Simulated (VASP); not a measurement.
# ScCoC4N4 (P-43m) in VASP: notebook, part 2 of 2

VASP 6.6.1. The steps go on from the part before.

## (3) Single point, PBE, collinear spin, ferromagnetic start

This run uses another cell than the first one, of 20.87 Å³/atom.

Input file INCAR:

```
SYSTEM = ScCoC4N4
PREC = Accurate ; ENCUT = 520
EDIFF = 1E-6 ; ISMEAR = 0
SIGMA = 0.1 ; LREAL = .FALSE.
LASPH = .TRUE. ; NELM = 150
ALGO = Normal ; ISIF = 2
LWAVE = .FALSE. ; LCHARG = .TRUE.
ISPIN = 2 ; MAGMOM = 0 3 0 0 0 0 0 0 0 0
LORBIT = 11 ; LMAXMIX = 4
GGA = PE ; LELF = .TRUE.
LVHAR = .TRUE. ; NBANDS = 43
```

Input file KPOINTS:

```
Automatic mesh
0
G
  4 4 4
  0 0 0
```

Input file POSCAR:

```
ScCoC4N4
1.0
    5.9311665326      0.0000000000      0.0000000000
    0.0000000000      5.9311665326      0.0000000000
    0.0000000000      0.0000000000      5.9311665326
Sc Co C N
1 1 4 4
Direct
    0.5000000000      0.5000000000      0.5000000000
    0.0000000000      0.0000000000      0.0000000000
    0.1823673373      0.1823673373      0.1823673373
    0.1823673373      0.8176326627      0.8176326627
    0.8176326627      0.1823673373      0.8176326627
    0.8176326627      0.8176326627      0.1823673373
    0.2976151533      0.2976151533      0.2976151533
    0.2976151533      0.7023848467      0.7023848467
    0.7023848467      0.2976151533      0.7023848467
    0.7023848467      0.7023848467      0.2976151533
```

Potentials or basis: VASP PAW PBE potentials, release 64 (Sc_sv, Co, C, N).

Command:

```console
cat potpaw_PBE.64/Sc_sv/POTCAR potpaw_PBE.64/Co/POTCAR potpaw_PBE.64/C/POTCAR potpaw_PBE.64/N/POTCAR > POTCAR
mpirun -np 1 vasp_std > vasp.out
```

OUTCAR:

```text
SYSTEM = ScCoC4N4
   PREC = Accurate
   ENCUT = 520
   EDIFF = 1E-6
   ISMEAR = 0
   LREAL = .FALSE.
   LASPH = .TRUE.
   NELM = 150
   ISIF = 2
   ISPIN = 2
   LORBIT = 11
   GGA = PE

 ion  position               nearest neighbor table
   1  0.500  0.500  0.500-   7 2.08   8 2.08   9 2.08  10 2.08
   2  0.000  0.000  0.000-   3 1.87   4 1.87   5 1.87   6 1.87
   3  0.182  0.182  0.182-   7 1.18   2 1.87
   4  0.182  0.818  0.818-   8 1.18   2 1.87
   5  0.818  0.182  0.818-   9 1.18   2 1.87
   6  0.818  0.818  0.182-  10 1.18   2 1.87
   7  0.298  0.298  0.298-   3 1.18   1 2.08
   8  0.298  0.702  0.702-   4 1.18   1 2.08
   9  0.702  0.298  0.702-   5 1.18   1 2.08
  10  0.702  0.702  0.298-   6 1.18   1 2.08

  LATTYP: Found a simple cubic cell.
 ALAT       =     5.9311665326

  Lattice vectors:

 A1 = (   5.9311665326,   0.0000000000,   0.0000000000)
 A2 = (   0.0000000000,   5.9311665326,   0.0000000000)
 A3 = (   0.0000000000,   0.0000000000,   5.9311665326)

Analysis of symmetry for initial positions (statically):
=====================================================================
 Subroutine PRICEL returns:
 Original cell was already a primitive cell.

 Routine SETGRP: Setting up the symmetry group for a
 simple cubic supercell.

 Subroutine GETGRP returns: Found 24 space group operations
 (whereof 24 operations were pure point group operations)
 out of a pool of 48 trial point group operations.

The static configuration has the point symmetry T_d .

Analysis of symmetry for dynamics (positions and initial velocities):
=====================================================================
 Subroutine PRICEL returns:
 Original cell was already a primitive cell.

 Routine SETGRP: Setting up the symmetry group for a
 simple cubic supercell.

[... 613 lines left out ...]
      2     -29.1526      1.00000
      3     -29.1526      1.00000
      4     -29.1526      1.00000
      5     -18.3552      1.00000
      6     -18.2356      1.00000
[... 419 lines left out ...]
     39       4.6785      0.00000
     40       4.6785      0.00000
 [bands above 40 left out]

------------------------ aborting loop because EDIFF is reached ----------------------------------------

  FORCE on cell =-STRESS in cart. coord.  units (eV):
  Direction    XX          YY          ZZ          XY          YZ          ZX
  --------------------------------------------------------------------------------------
  -------------------------------------------------------------------------------------
  Total        0.4525659      0.4525659      0.4525659      0.0000000     -0.0000000      0.0000000
  in kB        3.4751379      3.4751379      3.4751379      0.0000000     -0.0000000      0.0000000
  external PRESSURE =       3.4751379 kB  Pullay stress =       0.0000000 kB

 VOLUME and BASIS-vectors are now :
 -----------------------------------------------------------------------------
  energy-cutoff  :      520.00
  volume of cell :      208.65
      direct lattice vectors                 reciprocal lattice vectors
     5.931166533  0.000000000  0.000000000     0.168600897  0.000000000  0.000000000
     0.000000000  5.931166533  0.000000000     0.000000000  0.168600897  0.000000000
     0.000000000  0.000000000  5.931166533     0.000000000  0.000000000  0.168600897

 POSITION                                       TOTAL-FORCE (eV/Angst)
 -----------------------------------------------------------------------------------
      2.96558      2.96558      2.96558        -0.000000     -0.000000     -0.000000
      0.00000      0.00000      0.00000        -0.000000     -0.000000     -0.000000
      1.08165      1.08165      1.08165        -0.177578     -0.177578     -0.177578
      1.08165      4.84952      4.84952        -0.177578      0.177578      0.177578
      4.84952      1.08165      4.84952         0.177578     -0.177578      0.177578
      4.84952      4.84952      1.08165         0.177578      0.177578     -0.177578
      1.76521      1.76521      1.76521         0.146639      0.146639      0.146639
      1.76521      4.16596      4.16596         0.146639     -0.146639     -0.146639
      4.16596      1.76521      4.16596        -0.146639      0.146639     -0.146639
      4.16596      4.16596      1.76521        -0.146639     -0.146639      0.146639
 -----------------------------------------------------------------------------------
    total drift:                               -0.000000     -0.000000      0.000000

  FREE ENERGIE OF THE ION-ELECTRON SYSTEM (eV)
  ---------------------------------------------------
  free  energy   TOTEN  =       -83.4430770678 eV

  energy  without entropy=      -83.4032914203  energy(sigma->0) =      -83.42318424

 total charge

# of ion       s       p       d       tot
------------------------------------------
    1        2.220   6.211   1.012   9.443
    2        0.510   0.783   7.252   8.545
    3        0.965   1.580   0.000   2.545
    4        0.965   1.580   0.000   2.545
    5        0.965   1.580   0.000   2.545
    6        0.965   1.580   0.000   2.545
    7        1.299   2.622   0.000   3.921
    8        1.299   2.622   0.000   3.921
    9        1.299   2.622   0.000   3.921
   10        1.299   2.622   0.000   3.921
--------------------------------------------------
tot         11.786  23.801   8.265  43.851

 magnetization (x)

# of ion       s       p       d       tot
------------------------------------------
    1        0.000  -0.000  -0.038  -0.038
    2        0.008   0.117   1.446   1.571
    3        0.008  -0.003   0.000   0.005
    4        0.008  -0.003   0.000   0.005
    5        0.008  -0.003   0.000   0.005
    6        0.008  -0.003   0.000   0.005
    7        0.003   0.041   0.000   0.044
    8        0.003   0.041   0.000   0.044
    9        0.003   0.041   0.000   0.044
   10        0.003   0.041   0.000   0.044
--------------------------------------------------
tot          0.052   0.270   1.409   1.730
```

stdout:

```text
POSCAR found type information on POSCAR ScCoC N
 POSCAR found :  4 types and      10 ions
 scaLAPACK will be used
 LDA part: xc-table for (Slater+PW92), standard interpolation
 POSCAR, INCAR and KPOINTS ok, starting setup
 FFT: planning ... GRIDC
 FFT: planning ... GRID_SOFT
 FFT: planning ... GRID
 WAVECAR not read
 entering main loop
```

Wall time 3 min (1 thread of Intel Xeon Platinum 8488C (Sapphire Rapids), shared host); peak memory 0.48 GiB.

Results:

```yaml
Free_energy: -83.4431 eV
Pressure: 0.3 GPa
Largest_force: 0.308 eV/Å
Band_gap_on_the_k_mesh: zero (filled and empty bands overlap)
Net_moment: 2.00 μB per cell
Site_moments: Sc -0.04; Co +1.57; C +0.01; N +0.04 μB
Valence_electrons_inside_the_program's_atomic_spheres: Sc 9.44; Co 8.54; C 2.54; N 3.92
```

Forces in eV/Å, atoms in the order of the input:
```
Sc   0.000  0.000  0.000
Co   0.000  0.000  0.000
C   -0.178 -0.178 -0.178
C   -0.178  0.178  0.178
C    0.178 -0.178  0.178
C    0.178  0.178 -0.178
N    0.147  0.147  0.147
N    0.147 -0.147 -0.147
N   -0.147  0.147 -0.147
N   -0.147 -0.147  0.147
```

Caveat: a cell with one magnetic atom can't hold antiferromagnetic order, which such compounds often take. With open d or f shells a metallic result of PBE can be an artefact of self-interaction; +U or a hybrid may open a gap.

## (4) Single point, PBE, collinear spin, ferromagnetic start

This run uses another cell than the first one, of 21.74 Å³/atom.

Input file INCAR:

```
PREC = Accurate
ENCUT = 520
EDIFF = 1E-6
ISMEAR = 0
SIGMA = 0.1
LREAL = F
LASPH = T
NELM = 150
ALGO = Normal
ISIF = 2
LWAVE = F
LCHARG = T
ISPIN = 2
MAGMOM = 0 3 0 0 0 0 0 0 0 0
LORBIT = 11
LMAXMIX = 4
GGA = PE
LELF = T
LVHAR = T
NBANDS = 43
```

Input file KPOINTS:

```
Automatic mesh
0
Gamma
  4 4 4
```

Input file POSCAR:

```
ScCoC4N4
1.0
    6.0125257000      0.0000000000      0.0000000000
    0.0000000000      6.0125257000      0.0000000000
    0.0000000000      0.0000000000      6.0125257000
Sc Co C N
1 1 4 4
Direct
    0.5000000000      0.5000000000      0.5000000000
    0.0000000000      0.0000000000      0.0000000000
    0.1840791200      0.1840791200      0.1840791200
    0.1840791200      0.8159208800      0.8159208800
    0.8159208800      0.1840791200      0.8159208800
    0.8159208800      0.8159208800      0.1840791200
    0.2964278900      0.2964278900      0.2964278900
    0.2964278900      0.7035721100      0.7035721100
    0.7035721100      0.2964278900      0.7035721100
    0.7035721100      0.7035721100      0.2964278900
```

Potentials or basis: VASP PAW PBE potentials, release 64 (Sc_sv, Co, C, N).

Command:

```console
cat potpaw_PBE.64/Sc_sv/POTCAR potpaw_PBE.64/Co/POTCAR potpaw_PBE.64/C/POTCAR potpaw_PBE.64/N/POTCAR > POTCAR
mpirun -np 1 vasp_std > vasp.out
```

OUTCAR:

```text
PREC = Accurate
   ENCUT = 520
   EDIFF = 1E-6
   ISMEAR = 0
   LREAL = F
   LASPH = T
   NELM = 150
   ISIF = 2
   ISPIN = 2
   LORBIT = 11
   GGA = PE

 ion  position               nearest neighbor table
   1  0.500  0.500  0.500-   7 2.12   8 2.12   9 2.12  10 2.12
   2  0.000  0.000  0.000-   3 1.92   4 1.92   5 1.92   6 1.92
   3  0.184  0.184  0.184-   7 1.17   2 1.92
   4  0.184  0.816  0.816-   8 1.17   2 1.92
   5  0.816  0.184  0.816-   9 1.17   2 1.92
   6  0.816  0.816  0.184-  10 1.17   2 1.92
   7  0.296  0.296  0.296-   3 1.17   1 2.12
   8  0.296  0.704  0.704-   4 1.17   1 2.12
   9  0.704  0.296  0.704-   5 1.17   1 2.12
  10  0.704  0.704  0.296-   6 1.17   1 2.12

  LATTYP: Found a simple cubic cell.
 ALAT       =     6.0125257000

  Lattice vectors:

 A1 = (   6.0125257000,   0.0000000000,   0.0000000000)
 A2 = (   0.0000000000,   6.0125257000,   0.0000000000)
 A3 = (   0.0000000000,   0.0000000000,   6.0125257000)

Analysis of symmetry for initial positions (statically):
[... 1076 lines left out ...]
      direct lattice vectors                 reciprocal lattice vectors
     6.012525700  0.000000000  0.000000000     0.166319455  0.000000000  0.000000000
     0.000000000  6.012525700  0.000000000     0.000000000  0.166319455  0.000000000
     0.000000000  0.000000000  6.012525700     0.000000000  0.000000000  0.166319455

 POSITION                                       TOTAL-FORCE (eV/Angst)
 -----------------------------------------------------------------------------------
      3.00626      3.00626      3.00626         0.000000     -0.000000     -0.000000
      0.00000      0.00000      0.00000         0.000000     -0.000000     -0.000000
      1.10678      1.10678      1.10678        -1.171504     -1.171504     -1.171504
      1.10678      4.90575      4.90575        -1.171504      1.171504      1.171504
      4.90575      1.10678      4.90575         1.171504     -1.171504      1.171504
      4.90575      4.90575      1.10678         1.171504      1.171504     -1.171504
      1.78228      1.78228      1.78228         1.197243      1.197243      1.197243
      1.78228      4.23025      4.23025         1.197243     -1.197243     -1.197243
      4.23025      1.78228      4.23025        -1.197243      1.197243     -1.197243
      4.23025      4.23025      1.78228        -1.197243     -1.197243      1.197243
 -----------------------------------------------------------------------------------
    total drift:                                0.000000      0.000000      0.000000

  FREE ENERGIE OF THE ION-ELECTRON SYSTEM (eV)
  ---------------------------------------------------
  free  energy   TOTEN  =       -83.3161556538 eV

  energy  without entropy=      -83.2737609776  energy(sigma->0) =      -83.29495832

 total charge

# of ion       s       p       d       tot
------------------------------------------
    1        2.204   6.184   0.952   9.340
    2        0.473   0.702   7.210   8.384
    3        0.969   1.596   0.000   2.564
    4        0.969   1.596   0.000   2.564
    5        0.969   1.596   0.000   2.564
    6        0.969   1.596   0.000   2.564
    7        1.301   2.633   0.000   3.934
    8        1.301   2.633   0.000   3.934
    9        1.301   2.633   0.000   3.934
   10        1.301   2.633   0.000   3.934
--------------------------------------------------
tot         11.757  23.800   8.162  43.718

 magnetization (x)

# of ion       s       p       d       tot
------------------------------------------
    1       -0.000  -0.001  -0.064  -0.065
    2        0.009   0.101   1.574   1.683
    3        0.007  -0.003   0.000   0.005
    4        0.007  -0.003   0.000   0.005
    5        0.007  -0.003   0.000   0.005
    6        0.007  -0.003   0.000   0.005
    7        0.003   0.032   0.000   0.035
    8        0.003   0.032   0.000   0.035
    9        0.003   0.032   0.000   0.035
   10        0.003   0.032   0.000   0.035
--------------------------------------------------
tot          0.050   0.215   1.510   1.774
```

OSZICAR:

```text
N       E                     dE             d eps       ncg     rms          rms(c)
DAV:   1     0.611444365098E+03    0.61144E+03   -0.23320E+04  1720   0.115E+03
DAV:   2     0.438529422768E+01   -0.60706E+03   -0.57627E+03  1859   0.338E+02
DAV:   3    -0.942190614811E+02   -0.98604E+02   -0.96073E+02  2528   0.147E+02
DAV:   4    -0.100181535313E+03   -0.59625E+01   -0.57657E+01  2712   0.414E+01
DAV:   5    -0.100344514376E+03   -0.16298E+00   -0.16214E+00  2312   0.642E+00    0.342E+01
DAV:   6    -0.126020764106E+03   -0.25676E+02   -0.14807E+02  2104   0.141E+02    0.918E+01
DAV:   7    -0.932334068349E+02    0.32787E+02   -0.52468E+01  2628   0.713E+01    0.287E+01
DAV:   8    -0.829797318746E+02    0.10254E+02   -0.21153E+01  2356   0.825E+01    0.118E+01
DAV:   9    -0.834408146103E+02   -0.46108E+00   -0.60278E+00  2255   0.112E+01    0.544E+00
DAV:  10    -0.833061443441E+02    0.13467E+00   -0.77383E-01  2762   0.682E+00    0.204E+00
DAV:  11    -0.833133104972E+02   -0.71662E-02   -0.14519E-01  2259   0.190E+00    0.107E+00
DAV:  12    -0.833158574975E+02   -0.25470E-02   -0.96947E-03  2116   0.625E-01    0.729E-01
DAV:  13    -0.833156431653E+02    0.21433E-03   -0.46178E-03  2812   0.543E-01    0.402E-01
DAV:  14    -0.833159678418E+02   -0.32468E-03   -0.12701E-03  2508   0.217E-01    0.223E-01
DAV:  15    -0.833161223196E+02   -0.15448E-03   -0.16831E-04  1998   0.691E-02    0.112E-01
DAV:  16    -0.833161510738E+02   -0.28754E-04   -0.65612E-05  2215   0.672E-02    0.454E-02
DAV:  17    -0.833161557695E+02   -0.46957E-05   -0.11117E-05  2181   0.196E-02    0.302E-02
DAV:  18    -0.833161556538E+02    0.11571E-06   -0.35108E-06  1724   0.155E-02
   1 F= -.83316156E+02 E0= -.83294958E+02  d E =-.423947E-01  mag=     1.9997
```

It took 3 min on 1 thread of Intel Xeon Platinum 8488C (Sapphire Rapids), shared host; peak memory 0.49 GiB.

What came out:

* Free energy: -83.3162 eV
* Pressure: 0.1 GPa
* Largest force: 2.074 eV/Å
* Band gap on the k mesh: zero (filled and empty bands overlap)
* Net moment: 2.00 μB per cell
* Site moments: Sc -0.07; Co +1.68; C +0.01; N +0.04 μB
* Valence electrons inside the program's atomic spheres: Sc 9.34; Co 8.38; C 2.56; N 3.93

Forces on the atoms (eV/Å):
```
Sc   0.000  0.000  0.000
Co   0.000  0.000  0.000
C   -1.172 -1.172 -1.172
C   -1.172  1.172  1.172
C    1.172 -1.172  1.172
C    1.172  1.172 -1.172
N    1.197  1.197  1.197
N    1.197 -1.197 -1.197
N   -1.197  1.197 -1.197
N   -1.197 -1.197  1.197
```

Levels at points of the mesh, in eV from the Fermi level:
Spin up:
```tsv
k point	band 27	band 28	band 29	band 30	band 31	band 32
(0.00, 0.00, 0.00)	-1.33	-1.33	-1.33	1.28	1.28	1.70
(0.50, 0.00, 0.00)	-1.40	-1.29	-1.29	1.26	1.28	1.99
(0.50, 0.50, 0.00)	-1.38	-1.25	-1.25	1.24	1.29	2.02
(0.50, 0.50, 0.50)	-1.27	-1.27	-1.27	1.28	1.28	1.99
```
Spin down:
| k point | band 24 | band 25 | band 26 | band 27 | band 28 | band 29 | band 30 | band 31 |
| --- | --- | --- | --- | --- | --- | --- | --- | --- |
| (0.00, 0.00, 0.00) | -4.22 | -1.34 | -1.34 | -0.02 | -0.02 | -0.02 | 1.30 | 1.30 |
| (0.50, 0.00, 0.00) | -4.30 | -1.28 | -1.15 | -0.17 | 0.09 | 0.09 | 1.21 | 1.49 |
| (0.50, 0.50, 0.00) | -4.29 | -1.26 | -1.16 | -0.12 | 0.18 | 0.18 | 1.17 | 1.53 |
| (0.50, 0.50, 0.50) | -4.11 | -1.34 | -1.34 | 0.14 | 0.14 | 0.14 | 1.30 | 1.30 |

Caveat: a cell with one magnetic atom can't hold antiferromagnetic order, which such compounds often take; forces of over 1 eV/Å act on the atoms, so gaps and moduli don't describe the material at rest. With open d or f shells a metallic result of PBE can be an artefact of self-interaction; +U or a hybrid may open a gap.

## (5) Summary

| cell | k mesh | gap on the mesh (eV) | pressure (GPa) | moment (μB) | largest force (eV/Å) |
| --- | --- | --- | --- | --- | --- |
| a = 5.927 Å, 10 atoms, atomic positions A | 6 × 6 × 6 | none | 0.5 | 2.00 | 0.29 |
| a = 5.931 Å, 10 atoms, atomic positions B | 4 × 4 × 4 | none | 0.3 | 2.00 | 0.31 |
| a = 6.013 Å, 10 atoms, atomic positions C | 4 × 4 × 4 | none | 0.1 | 2.00 | 2.07 |

Alike in all rows: task single point; level PBE; potentials or basis VASP PAW PBE potentials, release 64 (Sc_sv, Co, C, N); spin collinear, ferromagnetic start; cutoff (eV) 520; smearing gaussian 0.1 eV.

Caveats: a cell with one magnetic atom can't hold antiferromagnetic order, which such compounds often take; forces of over 1 eV/Å act on the atoms, so gaps and moduli don't describe the material at rest (at least some runs).

Total energies depend on the potentials used, so only differences within one code and one set of settings carry meaning.
